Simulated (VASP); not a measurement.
A run of VASP 6.6.1 is set up as follows.

File INCAR:

```
SYSTEM = Al3P4
ALGO = Normal
EDIFF = 1E-6
ENCUT = 500
GGA = PE
GGA_COMPAT = .FALSE.
ISIF = 2
ISMEAR = 0
LASPH = .TRUE.
LCHARG = .FALSE.
LREAL = .FALSE.
LWAVE = .FALSE.
NBANDS = 42
NELM = 120
PREC = Accurate
SIGMA = 0.1
```

KPOINTS

```
k-points
0
G
  5 5 5
  0 0 0
```

File POSCAR:

```
Al3P4
1.0
    5.2166840000     -5.7749710000      0.0001940000
    4.6932310000     -0.5236470000      5.8685210000
    0.5029070000     -5.2722590000      5.8892620000
Al P
6 8
Direct
    0.9791958553      0.5933059072      0.9782991504
    0.0362988702      0.5401782309      0.4388980908
    0.9815034149      0.0052485074      0.9986389623
    0.5365624364      0.4332207635      0.0250554605
    0.5075798465      0.5159386010      0.4968810133
    0.4995000901      0.9580235756      0.4987033988
    0.5093165589      0.1846587906      0.9466926145
    0.3873941534      0.3536202686      0.4141143404
    0.2623208038      0.7301902843      0.8902686373
    0.3352076708      0.9318871904      0.3414653945
    0.8981196998      0.4373904302      0.8500347295
    0.8689472799      0.3816219161      0.4025741885
    0.8237705817      0.0107537349      0.8110764420
    0.8686359864      0.9293697359      0.3852373106
```

Potentials or basis: VASP PAW PBE potentials, release 64 (Al, P).

Run with:

```sh
$ cat potpaw_PBE.64/Al/POTCAR potpaw_PBE.64/P/POTCAR > POTCAR
$ mpirun -np 1 vasp_std > vasp.out
```

Task: Predict the largest force.

Result: 0.368 eV/Å.

Task: What does it give for the band gap on the k mesh?

Result: Zero (bands 29 and 30 overlap by 1.41 eV).

Forces on the atoms (eV/Å):
```
Al   0.009  0.017 -0.249
Al   0.004 -0.085  0.207
Al   0.144 -0.015  0.225
Al   0.100 -0.030 -0.066
Al  -0.117 -0.019 -0.029
Al   0.076 -0.101 -0.031
P   -0.006  0.018 -0.067
P   -0.014  0.003  0.091
P   -0.029  0.047  0.067
P    0.087  0.009 -0.067
P    0.023 -0.135 -0.185
P   -0.112 -0.198  0.072
P    0.057  0.236  0.179
P   -0.221  0.253 -0.148
```

Caveat: the cell differs from its parent crystal (atoms taken out).
